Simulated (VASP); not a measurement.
# Be (P6_3/mmc) in VASP: notebook, part 2 of 2

VASP 6.6.1. The steps go on from the part before.

## (4) Single point, PBEsol (6.90 Å³/atom)

This run uses another cell than the first one, of 6.90 Å³/atom.

Contents of INCAR:

```
SYSTEM = Be
PREC = Accurate ; ENCUT = 520
EDIFF = 1E-6 ; ISMEAR = -1
SIGMA = 0.1 ; LREAL = .FALSE.
LASPH = .TRUE. ; NELM = 80
ALGO = Normal ; ISIF = 2
LWAVE = .FALSE. ; LCHARG = .TRUE.
GGA = PS ; LELF = .TRUE.
LVHAR = .TRUE. ; NBANDS = 9
```

Contents of KPOINTS:

```
regular mesh
0
G
  26 26 15
  0 0 0
```

Contents of POSCAR:

```
Be
1.0
    2.1638770953      0.0000000000      0.0000000000
   -1.0819385477      1.8739725352      0.0000000000
    0.0000000000      0.0000000000      3.4022425849
Be
2
Direct
    0.3333333333      0.6666666667      0.2500000000
    0.6666666667      0.3333333333      0.7500000000
```

Potentials or basis: VASP PAW PBE potentials, release 64 (Be).

Run with:

```console
$ cat potpaw_PBE.64/Be/POTCAR > POTCAR
$ mpirun -np 1 vasp_std > vasp.out
```

OUTCAR:

```text
SYSTEM = Be
   PREC = Accurate
   ENCUT = 520
   EDIFF = 1E-6
   ISMEAR = -1
   LREAL = .FALSE.
   LASPH = .TRUE.
   NELM = 80
   ISIF = 2
   GGA = PS

 ion  position               nearest neighbor table
   1  0.333  0.667  0.250-   2 2.11   2 2.11   2 2.11   2 2.11   2 2.11   2 2.11
   2  0.667  0.333  0.750-   1 2.11   1 2.11   1 2.11   1 2.11   1 2.11   1 2.11

  LATTYP: Found a hexagonal cell.
 ALAT       =     2.1638770953
 C/A-ratio  =     1.5722901233

  Lattice vectors:

 A1 = (   2.1638770953,   0.0000000000,   0.0000000000)
 A2 = (  -1.0819385477,   1.8739725352,   0.0000000000)
 A3 = (   0.0000000000,   0.0000000000,   3.4022425849)

Analysis of symmetry for initial positions (statically):
=====================================================================
 Subroutine PRICEL returns:
 Original cell was already a primitive cell.

 Routine SETGRP: Setting up the symmetry group for a
 hexagonal supercell.

 Subroutine GETGRP returns: Found 24 space group operations
 (whereof 12 operations were pure point group operations)
 out of a pool of 24 trial point group operations.

The static configuration has the point symmetry D_3d.
 The point group associated with its full space group is D_6h.

Analysis of symmetry for dynamics (positions and initial velocities):
=====================================================================
 Subroutine PRICEL returns:
 Original cell was already a primitive cell.

 Routine SETGRP: Setting up the symmetry group for a
 hexagonal supercell.

 Subroutine GETGRP returns: Found 24 space group operations
 (whereof 12 operations were pure point group operations)
 out of a pool of 24 trial point group operations.

The dynamic configuration has the point symmetry D_3d.
 The point group associated with its full space group is D_6h.

 Subroutine INISYM returns: Found 24 space group operations
 (whereof 12 operations are pure point group operations),
 and found     1 'primitive' translations

----------------------------------------------------------------------------------------

                                     Primitive cell

  volume of cell :      13.7963

  direct lattice vectors                    reciprocal lattice vectors
     2.163877095  0.000000000  0.000000000     0.462133456  0.266812875  0.000000000
    -1.081938548  1.873972535  0.000000000     0.000000000  0.533625750  0.000000000
     0.000000000  0.000000000  3.402242585     0.000000000  0.000000000  0.293923780

  length of vectors
     2.163877095  2.163877095  3.402242585     0.533625750  0.533625750  0.293923780

  position of ions in fractional coordinates (direct lattice)
     0.333333333  0.666666667  0.250000000
     0.666666667  0.333333333  0.750000000

  ion indices of the primitive-cell ions
   primitive index   ion index
                 1           1
                 2           2

----------------------------------------------------------------------------------------

 KPOINTS: regular mesh

Automatic generation of k-mesh.
 Grid dimensions read from file:
 generate k-points for:   26   26   15

 Generating k-lattice:

  Cartesian coordinates                     Fractional coordinates (reciprocal lattice)
     0.017774364  0.010262034  0.000000000     0.038461538  0.000000000  0.000000000
     0.000000000  0.020524067  0.000000000     0.000000000  0.038461538  0.000000000
     0.000000000  0.000000000  0.019594919     0.000000000  0.000000000  0.066666667

  Length of vectors
     0.020524067  0.020524067  0.019594919

  Shift w.r.t. Gamma in fractional coordinates (k-lattice)
     0.000000000  0.000000000  0.000000000

 Subroutine IBZKPT returns following result:
 ===========================================

 Found    560 irreducible k-points:

 Following reciprocal coordinates:
            Coordinates               Weight
  0.000000  0.000000  0.000000      1.000000
  0.038462  0.000000  0.000000      6.000000
  0.076923  0.000000  0.000000      6.000000
  0.115385  0.000000  0.000000      6.000000
  0.153846  0.000000  0.000000      6.000000
  0.192308  0.000000  0.000000      6.000000
[... 16 lines left out ...]
  0.346154  0.038462  0.000000     12.000000
  0.384615  0.038462  0.000000     12.000000
 [... further k-points ...]
   k-points           NKPTS =    560   k-points in BZ     NKDIM =    560   number of bands    NBANDS=      9
   number of dos      NEDOS =    301   number of ions     NIONS =      2
   total plane-waves  NPLWV =   7168
   dimension x,y,z NGX =    16 NGY =   16 NGZ =   28
   dimension x,y,z NGXF=    32 NGYF=   32 NGZF=   56
   ions per type =               2
   NGX,Y,Z   is equivalent  to a cutoff of  12.29, 12.29, 13.68 a.u.
   NGXF,Y,Z  is equivalent  to a cutoff of  24.58, 24.58, 27.36 a.u.
 SYSTEM =  Be
   PREC   = accura    normal or accurate (medium, high low for compatibility)
   ISTART =      0    job   : 0-new  1-cont  2-samecut
   ICHARG =      2    charge: 1-file 2-atom 10-const
   ISPIN  =      1    spin polarized calculation?
   LNONCOLLINEAR =      F non collinear calculations
   LSORBIT =      F    spin-orbit coupling
   LASPH  =      T    aspherical Exc in radial PAW
   ENCUT  =  520.0 eV  38.22 Ry    6.18 a.u.   4.02  4.02  6.33*2*pi/ulx,y,z
   NELM   =     80;   NELMIN=  2; NELMDL= -5     # of ELM steps
   EDIFF  = 0.1E-05   stopping-criterion for ELM
   LREAL  =      F    real-space projection
   EDIFFG = 0.1E-04   stopping-criterion for IOM
   NSW    =      0    number of steps for IOM
   IBRION =     -1    ionic relax: 0-MD 1-quasi-New 2-CG
   NFREE  =      0    steps in history (QN), initial steepest desc. (CG)
   ISIF   =      2    stress and relaxation
   ISYM   =      2    0-nonsym 1-usesym 2-fastsym
   POTIM  = 0.5000    time-step for ionic-motion
   TEBEG  =    0.0;   TEEND  =   0.0 temperature during run
   PSTRESS=    0.0 pullay stress
   NELECT =       4.0000    total number of electrons
   NUPDOWN=      -1.0000    fix difference up-down
   EMIN   =  10.00;   EMAX   =-10.00  energy-range for DOS
   EFERMI =   0.00;   METHOD = LEGACY
   ISMEAR =    -1;   SIGMA  =   0.10  broadening in eV -4-tet -1-fermi 0-gaus
   EFERMI_NEDOS =   21; number of points for ismear=-14 and -15
   IALGO  =     38    algorithm
   IMIX   =      4    mixing-type and parameters
     AMIX     =   0.40;   BMIX     =  1.00
     AMIX_MAG =   1.60;   BMIX_MAG =  1.00
  volume/ion in A,a.u.               =       6.90        46.55
  Fermi-wavevector in a.u.,A,eV,Ry     =   1.083530  2.047576 15.973761  1.174038
  Thomas-Fermi vector in A             =   2.219599
   LORBIT       =      0    0 simple, 1 ext, 2 COOP (PROOUT), +10 PAW based schemes
   GGA     = PS    functional components
   LHFCALC =     F    Hartree Fock is set to
   AEXX    =    0.0000 exact exchange contribution
   IVDW    =     0    specifies the selected vdW correction
   LEPSILON=     F    determine dielectric tensor
   LRPA    =     F    only Hartree local field effects (RPA)
 non-spin polarized calculation
  energy-cutoff  :      520.00
  volume of cell :       13.80
 maximum number of plane-waves:       382
   NGX =  9   NGY =  9   NGZ = 13

 number of electron       4.0000000 magnetization

 Free energy of the ion-electron system (eV)
  ---------------------------------------------------
  ext. energy  EPLUGINS =         0.00000000
  ---------------------------------------------------
  free energy    TOTEN  =        -7.89007804 eV

  energy without entropy =       -7.88737883  energy(sigma->0) =       -7.88872844

 E-fermi :   8.1884     XC(G=0): -11.0645

 val. band max:        8.1191888210   @ k =   0.3462   0.0000   0.0000
 cond. band min:       8.2554023587   @ k =   0.3462   0.3077   0.4667
 fundamental gap:      0.1362135377
 Fermi energy:         8.1883571296

 k-point     1 :       0.0000    0.0000    0.0000
  band No.  band energies     occupation
      1      -3.9126      2.00000
      2       3.2244      2.00000
      3       9.8381      0.00000
      4      25.9326      0.00000
      5      25.9326      0.00000
      6      29.0693      0.00000
      7      29.0693      0.00000
      8      31.5677      0.00000
      9      37.6340      0.00000
[... 265 lines left out ...]
 k-point    24 :       0.3846    0.0385    0.0000
  band No.  band energies     occupation
      1       0.9605      2.00000
      2       6.9416      1.99999
      3       9.8556      0.00000
      4      15.3292      0.00000
      5      18.2324      0.00000
      6      18.3210      0.00000
      7      21.5816      0.00000
      8      27.2641      0.00000
      9      30.6521      0.00000

 [... further k-points ...]

------------------------ aborting loop because EDIFF is reached ----------------------------------------

  FORCE on cell =-STRESS in cart. coord.  units (eV):
  Direction    XX          YY          ZZ          XY          YZ          ZX
  --------------------------------------------------------------------------------------
  -------------------------------------------------------------------------------------
  Total        1.6172554      1.6172554      1.9635777     -0.0000000     -0.0000000      0.0000000
  in kB      187.8140649    187.8140649    228.0329391     -0.0000000     -0.0000000      0.0000000
  external PRESSURE =     201.2203563 kB  Pullay stress =       0.0000000 kB

 VOLUME and BASIS-vectors are now :
 -----------------------------------------------------------------------------
  energy-cutoff  :      520.00
  volume of cell :       13.80
      direct lattice vectors                 reciprocal lattice vectors
     2.163877095  0.000000000  0.000000000     0.462133456  0.266812875  0.000000000
    -1.081938548  1.873972535  0.000000000     0.000000000  0.533625750  0.000000000
     0.000000000  0.000000000  3.402242585     0.000000000  0.000000000  0.293923780

 POSITION                                       TOTAL-FORCE (eV/Angst)
 -----------------------------------------------------------------------------------
     -0.00000      1.24932      0.85056        -0.000000      0.000000      0.000000
      1.08194      0.62466      2.55168         0.000000     -0.000000      0.000000
 -----------------------------------------------------------------------------------
    total drift:                                0.000000     -0.000000      0.000000

  FREE ENERGIE OF THE ION-ELECTRON SYSTEM (eV)
  ---------------------------------------------------
  free  energy   TOTEN  =        -7.8900780437 eV

  energy  without entropy=       -7.8873788272  energy(sigma->0) =       -7.88872844
```

OSZICAR:

```text
N       E                     dE             d eps       ncg     rms          rms(c)
DAV:   1    -0.274985734338E+01   -0.27499E+01   -0.18520E+03 10312   0.372E+02
DAV:   2    -0.788087540142E+01   -0.51310E+01   -0.49681E+01 15126   0.576E+01
DAV:   3    -0.793419608023E+01   -0.53321E-01   -0.53184E-01 11631   0.393E+00
DAV:   4    -0.793426390098E+01   -0.67821E-04   -0.67819E-04 12637   0.145E-01
DAV:   5    -0.793426393419E+01   -0.33213E-07   -0.33502E-07 11314   0.314E-03    0.143E+00
DAV:   6    -0.790241030159E+01    0.31854E-01   -0.46278E-03 10769   0.744E-01    0.873E-01
DAV:   7    -0.789008342290E+01    0.12327E-01   -0.55139E-03 10558   0.730E-01    0.228E-02
DAV:   8    -0.789007724391E+01    0.61790E-05   -0.17063E-05 11206   0.302E-02    0.101E-02
DAV:   9    -0.789007804367E+01   -0.79976E-06   -0.58995E-07 10837   0.464E-03
   1 F= -.78900780E+01 E0= -.78887284E+01  d E =-.269922E-02
```

stdout:

```text
POSCAR found type information on POSCAR Be
 POSCAR found :  1 types and       2 ions
 scaLAPACK will be used
 -----------------------------------------------------------------------------
|                                                                             |
|                                                                             |
|     You enforced a specific xc type in the INCAR file but a different       |
|     I HOPE YOU KNOW WHAT YOU ARE DOING!                                     |
|                                                                             |
 -----------------------------------------------------------------------------

 LDA part: xc-table for (Slater+PW92), standard interpolation
 POSCAR, INCAR and KPOINTS ok, starting setup
 FFT: planning ... GRIDC
 FFT: planning ... GRID_SOFT
 FFT: planning ... GRID
 WAVECAR not read
 entering main loop
```

It took 23 s on 1 thread of AMD EPYC 9R14 (Zen 4), shared host; peak memory 0.13 GiB.

What came out:

| Item | Value |
| --- | --- |
| Free energy | -7.8901 eV |
| Pressure | 20.1 GPa |
| Band gap on the k mesh | zero (bands 2 and 3 overlap by 1.84 eV) |

Stress tensor (GPa, compression positive):
```
18.78  0.00  0.00
 0.00 18.78  0.00
 0.00  0.00 22.80
```

Caveat: the cell stands under pressure; the PAW data sets were made with another functional, which shifts forces and pressure a little.

## (5) Summary

```tsv
task	cell	k mesh	cutoff (eV)	gap on the mesh (eV)	pressure (GPa)
single point	a = 2.258, b = 2.258, c = 3.550 Å, angles 90.0, 90.0, 120.0°, 2 atoms	16 × 16 × 9	520	none	0.4
relaxation of cell and atoms	relaxed from a = 2.287, b = 2.287, c = 3.583 Å, angles 90.0, 90.0, 120.0°, 2 atoms	16 × 16 × 9	600	none	0.1
single point	a = 2.164, b = 2.164, c = 3.402 Å, angles 90.0, 90.0, 120.0°, 2 atoms	26 × 26 × 15	520	none	20.1
```

Alike in all rows: level PBEsol; potentials or basis VASP PAW PBE potentials, release 64 (Be); no spin polarisation; smearing fermi-dirac 0.1 eV.

Caveats: the PAW data sets were made with another functional, which shifts forces and pressure a little; the cell stands under pressure (at least some runs).

Total energies depend on the potentials used, so only differences within one code and one set of settings carry meaning.
